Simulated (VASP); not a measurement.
# Li (a cell with a defect) in VASP: notebook

Runs on Li (a cell with a defect). Level: PBE. Tasks: single point.

All numbers are computed with VASP 6.6.1; they aren't measurements. Logs are shortened: lines on timing, memory, paths and dates and some standing lists are left out, and cuts for length are marked.

## (1) The cell of the first run

The cell holds a defect, 17 atoms: a = 6.980 Å, b = 6.980 Å, c = 6.980 Å, α = 90.00°, β = 90.00°, γ = 90.00°.

## (2) Single point, PBE

INCAR

```
SYSTEM = Li
PREC = Accurate
ENCUT = 520
EDIFF = 1E-6
ISMEAR = -1
SIGMA = 0.05
LREAL = Auto
LASPH = .TRUE.
NELM = 80
ALGO = Normal
ISIF = 2
LWAVE = .FALSE.
LCHARG = .FALSE.
GGA = PE
NBANDS = 40
```

KPOINTS

```
Automatic mesh
0
G
  2 2 2
  0 0 0
```

POSCAR

```
Li
1.0
    6.9800000000      0.0000000000      0.0000000000
    0.0000000000      6.9800000000      0.0000000000
    0.0000000000      0.0000000000      6.9800000000
Li
17
Direct
   -0.2663037249      0.0013180516      0.3291404011
    0.6533954155     -0.0618911175     -0.4101002865
    0.0517908309      0.6370057307     -0.0696704871
    0.0601432665      0.3543266476      0.3890974212
    0.2834097421      0.5390974212      0.2340114613
    0.5437249284      0.6650573066     -0.1101289398
    0.2585530086     -0.0749283668      0.5557449857
    0.4291833811      0.2039255014      0.3434957020
    0.0405873926      0.1530229226      0.7549713467
    0.3106017192      0.3945988539      0.7080085960
    0.5481948424      0.1221060172      0.9245558739
    0.6132664756      0.6224641834      0.2959025788
    0.9909598854      0.6968338109      0.3744842407
    0.8363753582      0.4443123209      0.6357879656
   -0.0652005731      1.0291404011      1.0979942693
    0.8077363897      0.3506303725      0.1042693410
    0.2766762178     -0.0824928367      0.0908739255
```

Potentials or basis: VASP PAW PBE potentials, release 64 (Li_sv).

Launch:

```sh
$ cat potpaw_PBE.64/Li_sv/POTCAR > POTCAR
$ mpirun -np 1 vasp_std > vasp.out
```

OUTCAR:

```text
SYSTEM = Li
   PREC = Accurate
   ENCUT = 520
   EDIFF = 1E-6
   ISMEAR = -1
   LREAL = Auto
   LASPH = .TRUE.
   NELM = 80
   ISIF = 2
   GGA = PE

 ion  position               nearest neighbor table
   1  0.734  0.001  0.329-   2 1.95  15 2.15   8 2.55
   2  0.653  0.938  0.590-   1 1.95
   3  0.052  0.637  0.930-
   4  0.060  0.354  0.389-   5 2.29  14 2.41  13 2.44
   5  0.283  0.539  0.234-   4 2.29  12 2.41  13 2.52
   6  0.544  0.665  0.890-
   7  0.259  0.925  0.556-   9 2.60
   8  0.429  0.204  0.343-   1 2.55
   9  0.041  0.153  0.755-  10 2.55   7 2.60
  10  0.311  0.395  0.708-   9 2.55
  11  0.548  0.122  0.925-
  12  0.613  0.622  0.296-   5 2.41
  13  0.991  0.697  0.374-   4 2.44   5 2.52
  14  0.836  0.444  0.636-   4 2.41
  15  0.935  0.029  0.098-   1 2.15  16 2.41  17 2.51
  16  0.808  0.351  0.104-  15 2.41
  17  0.277  0.918  0.091-  15 2.51

  LATTYP: Found a simple cubic cell.
 ALAT       =     6.9800000000

  Lattice vectors:

 A1 = (   6.9800000000,   0.0000000000,   0.0000000000)
 A2 = (   0.0000000000,   6.9800000000,   0.0000000000)
 A3 = (   0.0000000000,   0.0000000000,   6.9800000000)

Analysis of symmetry for initial positions (statically):
=====================================================================
 Subroutine PRICEL returns:
 Original cell was already a primitive cell.

 Routine SETGRP: Setting up the symmetry group for a
 simple cubic supercell.

 Subroutine GETGRP returns: Found  1 space group operations
 (whereof  1 operations were pure point group operations)
 out of a pool of 48 trial point group operations.

The static configuration has the point symmetry C_1 .

Analysis of symmetry for dynamics (positions and initial velocities):
=====================================================================
 Subroutine PRICEL returns:
 Original cell was already a primitive cell.

 Routine SETGRP: Setting up the symmetry group for a
 simple cubic supercell.

 Subroutine GETGRP returns: Found  1 space group operations
 (whereof  1 operations were pure point group operations)
 out of a pool of 48 trial point group operations.

The dynamic configuration has the point symmetry C_1 .

 Subroutine INISYM returns: Found  1 space group operations
 (whereof  1 operations are pure point group operations),
 and found     1 'primitive' translations

----------------------------------------------------------------------------------------

                                     Primitive cell

  volume of cell :     340.0684

  direct lattice vectors                    reciprocal lattice vectors
     6.980000000  0.000000000  0.000000000     0.143266476  0.000000000  0.000000000
     0.000000000  6.980000000  0.000000000     0.000000000  0.143266476  0.000000000
     0.000000000  0.000000000  6.980000000     0.000000000  0.000000000  0.143266476

  length of vectors
     6.980000000  6.980000000  6.980000000     0.143266476  0.143266476  0.143266476

  position of ions in fractional coordinates (direct lattice)
     0.733696275  0.001318052  0.329140401
     0.653395416  0.938108883  0.589899714
     0.051790831  0.637005731  0.930329513
     0.060143266  0.354326648  0.389097421
     0.283409742  0.539097421  0.234011461
     0.543724928  0.665057307  0.889871060
[... 9 lines left out ...]
     0.807736390  0.350630372  0.104269341
     0.276676218  0.917507163  0.090873925

  ion indices of the primitive-cell ions
   primitive index   ion index
                 1           1
                 2           2
                 3           3
                 4           4
                 5           5
                 6           6
[... 9 lines left out ...]
                16          16
                17          17

----------------------------------------------------------------------------------------

 KPOINTS: Automatic mesh

Automatic generation of k-mesh.
 Grid dimensions read from file:
 generate k-points for:    2    2    2

 Generating k-lattice:

  Cartesian coordinates                     Fractional coordinates (reciprocal lattice)
     0.071633238  0.000000000  0.000000000     0.500000000  0.000000000  0.000000000
     0.000000000  0.071633238  0.000000000     0.000000000  0.500000000  0.000000000
     0.000000000  0.000000000  0.071633238     0.000000000  0.000000000  0.500000000

  Length of vectors
     0.071633238  0.071633238  0.071633238

  Shift w.r.t. Gamma in fractional coordinates (k-lattice)
     0.000000000  0.000000000  0.000000000

 Subroutine IBZKPT returns following result:
 ===========================================

 Found      8 irreducible k-points:

 Following reciprocal coordinates:
            Coordinates               Weight
  0.000000  0.000000  0.000000      1.000000
  0.500000  0.000000  0.000000      1.000000
  0.000000  0.500000  0.000000      1.000000
  0.000000  0.000000  0.500000      1.000000
  0.500000  0.500000  0.000000      1.000000
  0.000000  0.500000  0.500000      1.000000
  0.500000  0.000000  0.500000      1.000000
  0.500000  0.500000  0.500000      1.000000
   k-points           NKPTS =      8   k-points in BZ     NKDIM =      8   number of bands    NBANDS=     40
   number of dos      NEDOS =    301   number of ions     NIONS =     17
   total plane-waves  NPLWV = 157464
   dimension x,y,z NGX =    54 NGY =   54 NGZ =   54
   dimension x,y,z NGXF=   108 NGYF=  108 NGZF=  108
   ions per type =              17
   NGX,Y,Z   is equivalent  to a cutoff of  12.86, 12.86, 12.86 a.u.
   NGXF,Y,Z  is equivalent  to a cutoff of  25.72, 25.72, 25.72 a.u.
 SYSTEM =  Li
   PREC   = accura    normal or accurate (medium, high low for compatibility)
   ISTART =      0    job   : 0-new  1-cont  2-samecut
   ICHARG =      2    charge: 1-file 2-atom 10-const
   ISPIN  =      1    spin polarized calculation?
   LNONCOLLINEAR =      F non collinear calculations
   LSORBIT =      F    spin-orbit coupling
   LASPH  =      T    aspherical Exc in radial PAW
   ENCUT  =  520.0 eV  38.22 Ry    6.18 a.u.  12.98 12.98 12.98*2*pi/ulx,y,z
   NELM   =     80;   NELMIN=  2; NELMDL= -5     # of ELM steps
   EDIFF  = 0.1E-05   stopping-criterion for ELM
   LREAL  =      T    real-space projection
   EDIFFG = 0.1E-04   stopping-criterion for IOM
   NSW    =      0    number of steps for IOM
[... 5 lines left out ...]
   TEBEG  =    0.0;   TEEND  =   0.0 temperature during run
   PSTRESS=    0.0 pullay stress
   NELECT =      51.0000    total number of electrons
   NUPDOWN=      -1.0000    fix difference up-down
   EMIN   =  10.00;   EMAX   =-10.00  energy-range for DOS
   EFERMI =   0.00;   METHOD = LEGACY
   ISMEAR =    -1;   SIGMA  =   0.05  broadening in eV -4-tet -1-fermi 0-gaus
   EFERMI_NEDOS =   21; number of points for ismear=-14 and -15
   IALGO  =     38    algorithm
   IMIX   =      4    mixing-type and parameters
     AMIX     =   0.40;   BMIX     =  1.00
     AMIX_MAG =   1.60;   BMIX_MAG =  1.00
  volume/ion in A,a.u.               =      20.00       134.99
  Fermi-wavevector in a.u.,A,eV,Ry     =   0.869780  1.643646 10.293044  0.756517
  Thomas-Fermi vector in A             =   1.988651
   LORBIT       =      0    0 simple, 1 ext, 2 COOP (PROOUT), +10 PAW based schemes
   GGA     = PE    functional components
   LHFCALC =     F    Hartree Fock is set to
   AEXX    =    0.0000 exact exchange contribution
   IVDW    =     0    specifies the selected vdW correction
   LEPSILON=     F    determine dielectric tensor
   LRPA    =     F    only Hartree local field effects (RPA)
 non-spin polarized calculation
  energy-cutoff  :      520.00
  volume of cell :      340.07
 maximum number of plane-waves:      9124
 NGX is ok and might be reduce to    54
   NGX = 25   NGY = 25   NGZ = 25

 number of electron      51.0000000 magnetization

 Free energy of the ion-electron system (eV)
  ---------------------------------------------------
  ext. energy  EPLUGINS =         0.00000000
  ---------------------------------------------------
  free energy    TOTEN  =       -28.49233119 eV

  energy without entropy =      -28.44906810  energy(sigma->0) =      -28.47069964

 E-fermi :   0.4394     XC(G=0):  -7.0398

 val. band max:        0.3790102042   @ k =   0.5000   0.0000   0.5000
 cond. band min:       0.4555895416   @ k =   0.0000   0.5000   0.5000
 fundamental gap:      0.0765793374
 Fermi energy:         0.4393504611

 k-point     1 :       0.0000    0.0000    0.0000
  band No.  band energies     occupation
      1     -46.6829      2.00000
      2     -46.4649      2.00000
      3     -46.3422      2.00000
      4     -46.3197      2.00000
      5     -46.2137      2.00000
      6     -46.1470      2.00000
[... 29 lines left out ...]
     36       3.1056      0.00000
     37       3.6366      0.00000

 k-point     2 :       0.5000    0.0000    0.0000
  band No.  band energies     occupation
      1     -46.6829      2.00000
      2     -46.4649      2.00000
      3     -46.3422      2.00000
      4     -46.3198      2.00000
      5     -46.2137      2.00000
      6     -46.1470      2.00000
[... 29 lines left out ...]
     36       3.2284      0.00000
     37       3.6000      0.00000

 k-point     3 :       0.0000    0.5000    0.0000
  band No.  band energies     occupation
      1     -46.6829      2.00000
      2     -46.4649      2.00000
      3     -46.3422      2.00000
      4     -46.3198      2.00000
      5     -46.2137      2.00000
      6     -46.1470      2.00000
[... 29 lines left out ...]
     36       3.3914      0.00000
     37       3.7108      0.00000

 k-point     4 :       0.0000    0.0000    0.5000
  band No.  band energies     occupation
      1     -46.6829      2.00000
      2     -46.4650      2.00000
      3     -46.3422      2.00000
      4     -46.3197      2.00000
      5     -46.2137      2.00000
      6     -46.1470      2.00000
[... 29 lines left out ...]
     36       3.7251      0.00000
     37       3.8841      0.00000

 k-point     5 :       0.5000    0.5000    0.0000
  band No.  band energies     occupation
      1     -46.6829      2.00000
      2     -46.4649      2.00000
      3     -46.3422      2.00000
      4     -46.3198      2.00000
      5     -46.2137      2.00000
      6     -46.1470      2.00000
[... 29 lines left out ...]
     36       3.8377      0.00000
     37       4.1853      0.00000

 k-point     6 :       0.0000    0.5000    0.5000
  band No.  band energies     occupation
      1     -46.6829      2.00000
      2     -46.4649      2.00000
      3     -46.3422      2.00000
      4     -46.3197      2.00000
      5     -46.2137      2.00000
      6     -46.1470      2.00000
[... 29 lines left out ...]
     36       3.7205      0.00000
     37       3.9936      0.00000

 k-point     7 :       0.5000    0.0000    0.5000
  band No.  band energies     occupation
      1     -46.6829      2.00000
      2     -46.4650      2.00000
      3     -46.3422      2.00000
      4     -46.3197      2.00000
      5     -46.2137      2.00000
      6     -46.1470      2.00000
[... 29 lines left out ...]
     36       3.7590      0.00000
     37       4.2738      0.00000

 k-point     8 :       0.5000    0.5000    0.5000
  band No.  band energies     occupation
      1     -46.6829      2.00000
      2     -46.4649      2.00000
      3     -46.3422      2.00000
      4     -46.3197      2.00000
      5     -46.2137      2.00000
      6     -46.1470      2.00000
[... 29 lines left out ...]
     36       3.5750      0.00000
     37       3.6043      0.00000
 [bands above 37 left out]

------------------------ aborting loop because EDIFF is reached ----------------------------------------

  FORCE on cell =-STRESS in cart. coord.  units (eV):
  Direction    XX          YY          ZZ          XY          YZ          ZX
  --------------------------------------------------------------------------------------
  -------------------------------------------------------------------------------------
  Total        4.6725073      2.8902916      3.1703828     -0.3722816     -1.2484493     -3.4730221
  in kB       22.0137640     13.6171424     14.9367468     -1.7539448     -5.8818672    -16.3625827
  external PRESSURE =      16.8558844 kB  Pullay stress =       0.0000000 kB

 VOLUME and BASIS-vectors are now :
 -----------------------------------------------------------------------------
  energy-cutoff  :      520.00
  volume of cell :      340.07
      direct lattice vectors                 reciprocal lattice vectors
     6.980000000  0.000000000  0.000000000     0.143266476  0.000000000  0.000000000
     0.000000000  6.980000000  0.000000000     0.000000000  0.143266476  0.000000000
     0.000000000  0.000000000  6.980000000     0.000000000  0.000000000  0.143266476

 POSITION                                       TOTAL-FORCE (eV/Angst)
 -----------------------------------------------------------------------------------
      5.12120      0.00920      2.29740         0.035700      0.289717     -0.713009
      4.56070      6.54800      4.11750        -0.031739     -0.335196      1.540637
      0.36150      4.44630      6.49370        -0.265481      0.051189     -0.199046
      0.41980      2.47320      2.71590        -0.256898     -1.313955     -0.100447
      1.97820      3.76290      1.63340         0.255949      0.118904     -0.602295
      3.79520      4.64210      6.21130         0.228913      0.168446      0.048385
[... 9 lines left out ...]
      5.63800      2.44740      0.72780        -0.158981      0.575571     -0.151440
      1.93120      6.40420      0.63430         0.346753      0.083113      0.242125
 -----------------------------------------------------------------------------------
    total drift:                               -0.008235      0.007243     -0.013416

  FREE ENERGIE OF THE ION-ELECTRON SYSTEM (eV)
  ---------------------------------------------------
  free  energy   TOTEN  =       -28.4923311894 eV

  energy  without entropy=      -28.4490681006  energy(sigma->0) =      -28.47069964
```

It took 2.4 min on 1 thread of Intel Xeon Platinum 8488C (Sapphire Rapids), shared host; peak memory 0.36 GiB.

Results:

```yaml
Free_energy: -28.4923 eV
Largest_force: 1.577 eV/Å
Band_gap_on_the_k_mesh: zero (an odd number of electrons rules out a gap without spin polarisation)
```

Forces in eV/Å, atoms in the order of the input:
```
Li   0.036  0.290 -0.713
Li  -0.032 -0.335  1.541
Li  -0.265  0.051 -0.199
Li  -0.257 -1.314 -0.100
Li   0.256  0.119 -0.602
Li   0.229  0.168  0.048
Li  -0.003 -0.464 -0.021
Li   0.111  0.178 -0.003
Li  -0.257 -0.323  0.080
Li   0.314  0.230 -0.130
Li  -0.003  0.237 -0.053
Li   0.202  0.163  0.248
Li  -0.163  0.694  0.153
Li  -0.839  0.074  0.157
Li   0.485 -0.427 -0.496
Li  -0.159  0.576 -0.151
Li   0.347  0.083  0.242
```

Levels at points of the mesh, in eV from the Fermi level:
```
           k point  band 22  band 23  band 24  band 25  band 26  band 27  band 28  band 29
(0.00, 0.00, 0.00)    -1.04    -0.92    -0.88     0.38     0.48     0.53     0.64     0.71
(0.50, 0.00, 0.00)    -0.59    -0.57    -0.50    -0.41    -0.38    -0.31     1.06     1.24
(0.00, 0.50, 0.00)    -0.66    -0.49    -0.45    -0.42    -0.39    -0.25     1.04     1.14
(0.00, 0.00, 0.50)    -0.61    -0.55    -0.46    -0.42    -0.27    -0.11     0.98     1.11
(0.50, 0.50, 0.00)    -0.39    -0.25    -0.21    -0.10     0.23     0.38     0.47     0.66
(0.00, 0.50, 0.50)    -0.42    -0.27    -0.12     0.02     0.11     0.14     0.37     0.67
(0.50, 0.00, 0.50)    -0.33    -0.30    -0.16    -0.06     0.19     0.22     0.35     0.47
(0.50, 0.50, 0.50)    -1.62    -1.56    -1.49    -1.40     1.35     1.62     1.83     1.86
```

Caveat: the k points lie up to 0.45 Å⁻¹ apart, too coarse for converged energies and pressures of a metal; the cutoff is under 1.25 times the usual one of these potentials, so pressure, stress and relaxed cells hold a basis-set (Pulay) error; the atoms stand as in a frame of molecular dynamics.

## (3) Single point, PBE

INCAR

```
PREC = Accurate
ENCUT = 520
EDIFF = 1E-6
ISMEAR = -1
SIGMA = 0.05
LREAL = Auto
LASPH = T
NELM = 80
ALGO = Normal
ISIF = 2
LWAVE = F
LCHARG = F
GGA = PE
NBANDS = 40
```

KPOINTS

```
Automatic mesh
0
Gamma
  2 2 2
```

POSCAR

```
Li
1.0
    6.9800000000      0.0000000000      0.0000000000
    0.0000000000      6.9800000000      0.0000000000
    0.0000000000      0.0000000000      6.9800000000
Li
17
Direct
   -0.4321633238      0.0235959885      0.1146418338
    0.7126934097     -0.1112893983     -0.3292120344
    0.1439398281      0.6701719198     -0.1175644699
    0.1046275072      0.0206733524      0.4088395415
    0.2918338109      0.4989828080      0.3080945559
    0.4632521490      0.7213610315      0.0361174785
    0.3428080229     -0.1835959885      0.5859455587
    0.6636676218      0.2217335244      0.4305300860
   -0.1336246418      0.3103868195      0.7490830946
    0.4261318052      0.4138825215      0.6231948424
    0.4557593123      0.2647564470      0.8915186246
    0.6487392550      0.6615616046      0.3744699140
    1.0641547278      0.7187106017      0.2615186246
    0.7420773639      0.5417335244      0.8770916905
   -0.1836532951      0.8111174785      1.0202435530
    0.8998280802      0.3692406877      0.1355444126
    0.1630085960      0.0414756447     -0.1216618911
```

Potentials or basis: VASP PAW PBE potentials, release 64 (Li_sv).

Launch:

```sh
$ cat potpaw_PBE.64/Li_sv/POTCAR > POTCAR
$ mpirun -np 1 vasp_std > vasp.out
```

Run time: 2.5 min. Hardware: 1 thread of Intel Xeon Platinum 8488C (Sapphire Rapids), shared host; peak memory 0.37 GiB.

The run converged. Its results:

- Free energy: -27.5149 eV
- Largest force: 1.553 eV/Å
- Band gap on the k mesh: zero (an odd number of electrons rules out a gap without spin polarisation)

Forces in eV/Å, atoms in the order of the input:
```
Li  -0.136  0.546  0.596
Li   0.206  0.335  0.060
Li  -0.203 -0.753 -0.443
Li  -0.146  0.936 -0.020
Li   0.284 -0.901 -0.457
Li  -0.575 -0.548 -0.125
Li   0.330  0.043  0.123
Li   0.029 -0.193 -0.195
Li   0.883 -0.988 -0.810
Li  -0.358  0.469 -0.130
Li   0.154  0.011  0.671
Li   0.402 -0.225 -0.093
Li  -0.566  0.125  0.088
Li  -0.979  0.427 -0.255
Li   0.824  0.958  0.391
Li   0.207 -0.382  0.378
Li  -0.355  0.140  0.221
```

Levels at points of the mesh, in eV from the Fermi level:
```csv
k point,band 23,band 24,band 25,band 26,band 27,band 28
"(0.00, 0.00, 0.00)",-0.99,-0.90,0.26,0.50,0.57,0.61
"(0.50, 0.00, 0.00)",-0.60,-0.47,-0.44,-0.33,-0.17,0.91
"(0.00, 0.50, 0.00)",-0.66,-0.46,-0.37,-0.24,-0.12,0.96
"(0.00, 0.00, 0.50)",-0.61,-0.47,-0.43,-0.34,-0.13,0.85
"(0.50, 0.50, 0.00)",-0.35,-0.19,-0.01,0.07,0.26,0.53
"(0.00, 0.50, 0.50)",-0.46,-0.19,-0.02,0.18,0.31,0.41
"(0.50, 0.00, 0.50)",-0.40,-0.26,0.00,0.02,0.37,0.53
"(0.50, 0.50, 0.50)",-1.51,-1.44,-1.25,1.30,1.50,1.69
```

Caveat: the k points lie up to 0.45 Å⁻¹ apart, too coarse for converged energies and pressures of a metal; the cutoff is under 1.25 times the usual one of these potentials, so pressure, stress and relaxed cells hold a basis-set (Pulay) error; the atoms stand as in a frame of molecular dynamics.

The gap in the log of VASP goes by the Fermi energy; the results here count the filled bands.